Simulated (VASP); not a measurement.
# MgO (Pm-3m) in VASP: single point with r2SCAN

Aim: the single point of MgO with r2SCAN.

Program: VASP 6.6.1. These are calculated values, not measurements. Logs are shortened: lines on timing, memory, paths and dates and some standing lists are left out, and cuts for length are marked.

### Step 1. The cell of the first run

It takes space group Pm-3m (No. 221, cubic). The conventional cell has a = 2.649 Å, b = 2.649 Å, c = 2.649 Å, α = 90.00°, β = 90.00°, γ = 90.00°. Within 3.0 Å of Mg (site symmetry m-3m) lie 8 O at 2.29 Å and 6 Mg at 2.65 Å. O (site symmetry m-3m) has 8 Mg at 2.29 Å and 6 O at 2.65 Å within 3.0 Å.

### Step 2. Single point, r2SCAN (volume scaled by 1.03)

POSCAR

```
MgO
1.0
    2.6494109092      0.0000000000      0.0000000000
    0.0000000000      2.6494109092      0.0000000000
    0.0000000000      0.0000000000      2.6494109092
Mg O
1 1
Direct
    0.0000000000      0.0000000000      0.0000000000
    0.5000000000      0.5000000000      0.5000000000
```

INCAR.step1

```
ALGO = Normal
EDIFF = 1E-4
ENCUT = 520
GGA = PE
ISMEAR = 0
LASPH = True
LCHARG = False
LREAL = False
LWAVE = True
NBANDS = 11
NELM = 80
PREC = Accurate
SIGMA = 0.02
```

INCAR.step2

```
ALGO = Normal
EDIFF = 1E-6
ENCUT = 520
ISIF = 2
ISMEAR = 0
ISTART = 1
LASPH = True
LCHARG = False
LMIXTAU = True
LREAL = False
LWAVE = False
METAGGA = R2SCAN
NBANDS = 11
NELM = 80
PREC = Accurate
SIGMA = 0.02
```

KPOINTS

```
k-points
0
Gamma
  10 10 10
```

Potentials or basis: VASP PAW PBE potentials, release 64 (Mg, O).

On the command line:

```console
$ cat potpaw_PBE.64/Mg/POTCAR potpaw_PBE.64/O/POTCAR > POTCAR
$ cp INCAR.step1 INCAR
$ mpirun -np 1 vasp_std > vasp.out
$ cp INCAR.step2 INCAR
$ mpirun -np 1 vasp_std > vasp.out
```

OUTCAR:

```text
EDIFF = 1E-6
   ENCUT = 520
   ISIF = 2
   ISMEAR = 0
   ISTART = 1
   LASPH = True
   LREAL = False
   METAGGA = R2SCAN
   NELM = 80
   PREC = Accurate

 ion  position               nearest neighbor table
   1  0.000  0.000  0.000-   2 2.29   2 2.29   2 2.29   2 2.29   2 2.29   2 2.29   2 2.29   2 2.29

   2  0.500  0.500  0.500-   1 2.29   1 2.29   1 2.29   1 2.29   1 2.29   1 2.29   1 2.29   1 2.29

  LATTYP: Found a simple cubic cell.
 ALAT       =     2.6494109092

  Lattice vectors:

 A1 = (   2.6494109092,   0.0000000000,   0.0000000000)
 A2 = (   0.0000000000,   2.6494109092,   0.0000000000)
 A3 = (   0.0000000000,   0.0000000000,   2.6494109092)

Analysis of symmetry for initial positions (statically):
=====================================================================
 Subroutine PRICEL returns:
 Original cell was already a primitive cell.

 Routine SETGRP: Setting up the symmetry group for a
 simple cubic supercell.

 Subroutine GETGRP returns: Found 48 space group operations
 (whereof 48 operations were pure point group operations)
 out of a pool of 48 trial point group operations.

The static configuration has the point symmetry O_h .

Analysis of symmetry for dynamics (positions and initial velocities):
=====================================================================
 Subroutine PRICEL returns:
 Original cell was already a primitive cell.

 Routine SETGRP: Setting up the symmetry group for a
 simple cubic supercell.

 Subroutine GETGRP returns: Found 48 space group operations
 (whereof 48 operations were pure point group operations)
 out of a pool of 48 trial point group operations.

The dynamic configuration has the point symmetry O_h .

 Subroutine INISYM returns: Found 48 space group operations
 (whereof 48 operations are pure point group operations),
 and found     1 'primitive' translations

----------------------------------------------------------------------------------------

                                     Primitive cell

  volume of cell :      18.5972

  direct lattice vectors                    reciprocal lattice vectors
     2.649410909  0.000000000  0.000000000     0.377442395  0.000000000  0.000000000
     0.000000000  2.649410909  0.000000000     0.000000000  0.377442395  0.000000000
     0.000000000  0.000000000  2.649410909     0.000000000  0.000000000  0.377442395

  length of vectors
     2.649410909  2.649410909  2.649410909     0.377442395  0.377442395  0.377442395

  position of ions in fractional coordinates (direct lattice)
     0.000000000  0.000000000  0.000000000
     0.500000000  0.500000000  0.500000000

  ion indices of the primitive-cell ions
   primitive index   ion index
                 1           1
                 2           2

----------------------------------------------------------------------------------------

 KPOINTS: k-points

Automatic generation of k-mesh.
 Grid dimensions read from file:
 generate k-points for:   10   10   10

 Generating k-lattice:

  Cartesian coordinates                     Fractional coordinates (reciprocal lattice)
     0.037744240  0.000000000  0.000000000     0.100000000  0.000000000  0.000000000
     0.000000000  0.037744240  0.000000000     0.000000000  0.100000000  0.000000000
     0.000000000  0.000000000  0.037744240     0.000000000  0.000000000  0.100000000

  Length of vectors
     0.037744240  0.037744240  0.037744240

  Shift w.r.t. Gamma in fractional coordinates (k-lattice)
     0.000000000  0.000000000  0.000000000

 Subroutine IBZKPT returns following result:
 ===========================================

 Found     56 irreducible k-points:

 Following reciprocal coordinates:
            Coordinates               Weight
  0.000000  0.000000  0.000000      1.000000
  0.100000  0.000000  0.000000      6.000000
  0.200000  0.000000  0.000000      6.000000
  0.300000  0.000000  0.000000      6.000000
  0.400000  0.000000  0.000000      6.000000
  0.500000  0.000000  0.000000      3.000000
[... 16 lines left out ...]
  0.200000  0.100000  0.100000     24.000000
  0.300000  0.100000  0.100000     24.000000
 [... further k-points ...]
   k-points           NKPTS =     56   k-points in BZ     NKDIM =     56   number of bands    NBANDS=     11
   number of dos      NEDOS =    301   number of ions     NIONS =      2
   total plane-waves  NPLWV =   8000
   dimension x,y,z NGX =    20 NGY =   20 NGZ =   20
   dimension x,y,z NGXF=    40 NGYF=   40 NGZF=   40
   ions per type =               1   1
   NGX,Y,Z   is equivalent  to a cutoff of  12.55, 12.55, 12.55 a.u.
   NGXF,Y,Z  is equivalent  to a cutoff of  25.10, 25.10, 25.10 a.u.
 SYSTEM =  unknown system
   PREC   = accura    normal or accurate (medium, high low for compatibility)
   ISTART =      1    job   : 0-new  1-cont  2-samecut
   ICHARG =      0    charge: 1-file 2-atom 10-const
   ISPIN  =      1    spin polarized calculation?
   LNONCOLLINEAR =      F non collinear calculations
   LSORBIT =      F    spin-orbit coupling
   LASPH  =      T    aspherical Exc in radial PAW
   ENCUT  =  520.0 eV  38.22 Ry    6.18 a.u.   4.93  4.93  4.93*2*pi/ulx,y,z
   NELM   =     80;   NELMIN=  2; NELMDL=  0     # of ELM steps
   EDIFF  = 0.1E-05   stopping-criterion for ELM
   LREAL  =      F    real-space projection
   EDIFFG = 0.1E-04   stopping-criterion for IOM
   NSW    =      0    number of steps for IOM
   IBRION =     -1    ionic relax: 0-MD 1-quasi-New 2-CG
   NFREE  =      0    steps in history (QN), initial steepest desc. (CG)
   ISIF   =      2    stress and relaxation
   ISYM   =      2    0-nonsym 1-usesym 2-fastsym
   POTIM  = 0.5000    time-step for ionic-motion
   TEBEG  =    0.0;   TEEND  =   0.0 temperature during run
   PSTRESS=    0.0 pullay stress
   NELECT =       8.0000    total number of electrons
   NUPDOWN=      -1.0000    fix difference up-down
   EMIN   =  10.00;   EMAX   =-10.00  energy-range for DOS
   EFERMI =   0.00;   METHOD = LEGACY
   ISMEAR =     0;   SIGMA  =   0.02  broadening in eV -4-tet -1-fermi 0-gaus
   EFERMI_NEDOS =   21; number of points for ismear=-14 and -15
   IALGO  =     38    algorithm
   IMIX   =      4    mixing-type and parameters
     AMIX     =   0.40;   BMIX     =  1.00
     AMIX_MAG =   1.60;   BMIX_MAG =  1.00
  volume/ion in A,a.u.               =       9.30        62.75
  Fermi-wavevector in a.u.,A,eV,Ry     =   1.235821  2.335363 20.779540  1.527253
  Thomas-Fermi vector in A             =   2.370455
   LORBIT       =      0    0 simple, 1 ext, 2 COOP (PROOUT), +10 PAW based schemes
   METAGGA = R2SCAN    functional components
   LHFCALC =     F    Hartree Fock is set to
   AEXX    =    0.0000 exact exchange contribution
   IVDW    =     0    specifies the selected vdW correction
   LEPSILON=     F    determine dielectric tensor
   LRPA    =     F    only Hartree local field effects (RPA)
 non-spin polarized calculation
 Gauss-broadening in eV      SIGMA  =   0.02
  energy-cutoff  :      520.00
  volume of cell :       18.60
 maximum number of plane-waves:       516
 NGX is ok and might be reduce to    20
   NGX =  9   NGY =  9   NGZ =  9

 number of electron       7.9999995 magnetization

 Free energy of the ion-electron system (eV)
  ---------------------------------------------------
  ext. energy  EPLUGINS =         0.00000000
  ---------------------------------------------------
  free energy    TOTEN  =       -14.51674723 eV

  energy without entropy =      -14.51674723  energy(sigma->0) =      -14.51674723

 E-fermi :   4.6380     XC(G=0): -11.7304

 val. band max:        4.5497726016   @ k =   0.5000   0.5000   0.0000
 cond. band min:       7.7185356690   @ k =   0.0000   0.0000   0.0000
 fundamental gap:      3.1687630675
 Fermi energy:         4.6380365014

 k-point     1 :       0.0000    0.0000    0.0000
  band No.  band energies     occupation
      1     -14.8315      2.00000
      2       3.5248      2.00000
      3       3.5248      2.00000
      4       3.5248      2.00000
      5       7.7185      0.00000
      6      15.9459      0.00000
      7      15.9459      0.00000
      8      25.9326      0.00000
      9      25.9326      0.00000
     10      25.9326      0.00000
     11      33.1722      0.00000

 k-point     2 :       0.1000    0.0000    0.0000
  band No.  band energies     occupation
      1     -14.7368      2.00000
      2       2.7178      2.00000
      3       3.5664      2.00000
      4       3.5664      2.00000
      5       8.3163      0.00000
      6      16.1504      0.00000
      7      16.1582      0.00000
      8      25.7375      0.00000
      9      25.7375      0.00000
     10      26.1110      0.00000
     11      32.2301      0.00000

 k-point     3 :       0.2000    0.0000    0.0000
  band No.  band energies     occupation
      1     -14.4767      2.00000
      2       1.1408      2.00000
      3       3.6774      2.00000
      4       3.6774      2.00000
      5       9.4314      0.00000
      6      16.3924      0.00000
      7      16.7911      0.00000
      8      25.1656      0.00000
      9      25.1656      0.00000
     10      26.9693      0.00000
     11      30.2236      0.00000
[... 267 lines left out ...]
 k-point    23 :       0.2000    0.1000    0.1000
  band No.  band energies     occupation
      1     -14.3021      2.00000
      2       1.2574      2.00000
      3       2.9773      2.00000
      4       3.2277      2.00000
      5      10.3294      0.00000
      6      16.6359      0.00000
      7      16.8834      0.00000
      8      23.6554      0.00000
      9      25.5309      0.00000
     10      27.7575      0.00000
     11      28.5159      0.00000

 k-point    24 :       0.3000    0.1000    0.1000
  band No.  band energies     occupation
      1     -13.9640      2.00000
      2      -0.1805      2.00000
      3       3.1740      2.00000
      4       3.4087      2.00000
      5      11.3901      0.00000
      6      16.1582      0.00000
      7      17.4356      0.00000
      8      23.4967      0.00000
      9      24.2481      0.00000
     10      27.5291      0.00000
     11      27.7459      0.00000

 [... further k-points ...]

------------------------ aborting loop because EDIFF is reached ----------------------------------------

  FORCE on cell =-STRESS in cart. coord.  units (eV):
  Direction    XX          YY          ZZ          XY          YZ          ZX
  --------------------------------------------------------------------------------------
  -------------------------------------------------------------------------------------
  Total       -0.6421082     -0.6421082     -0.6421082     -0.0000000     -0.0000000      0.0000000
  in kB      -55.3185602    -55.3185602    -55.3185602     -0.0000000     -0.0000000      0.0000000
  external PRESSURE =     -55.3185602 kB  Pullay stress =       0.0000000 kB

 VOLUME and BASIS-vectors are now :
 -----------------------------------------------------------------------------
  energy-cutoff  :      520.00
  volume of cell :       18.60
      direct lattice vectors                 reciprocal lattice vectors
     2.649410909  0.000000000  0.000000000     0.377442395  0.000000000  0.000000000
     0.000000000  2.649410909  0.000000000     0.000000000  0.377442395  0.000000000
     0.000000000  0.000000000  2.649410909     0.000000000  0.000000000  0.377442395

 POSITION                                       TOTAL-FORCE (eV/Angst)
 -----------------------------------------------------------------------------------
      0.00000      0.00000      0.00000         0.000000      0.000000      0.000000
      1.32471      1.32471      1.32471         0.000000      0.000000      0.000000
 -----------------------------------------------------------------------------------
    total drift:                                0.000000      0.000000      0.000000

  FREE ENERGIE OF THE ION-ELECTRON SYSTEM (eV)
  ---------------------------------------------------
  free  energy   TOTEN  =       -14.5167472331 eV

  energy  without entropy=      -14.5167472331  energy(sigma->0) =      -14.51674723
```

Wall time 24 s (1 thread of Intel Xeon Platinum 8375C at 2.90GHz (Ice Lake), shared host); peak memory 0.13 GiB.

What came out:

| Quantity | Value |
| --- | --- |
| Free energy | -14.5167 eV |
| Pressure | -5.5 GPa |
| Band gap on the k mesh | 3.17 eV, indirect (least direct gap 4.19 eV) |

Caveat: the PAW data sets were made with another functional, which shifts forces and pressure a little. A k mesh can miss the band edges.
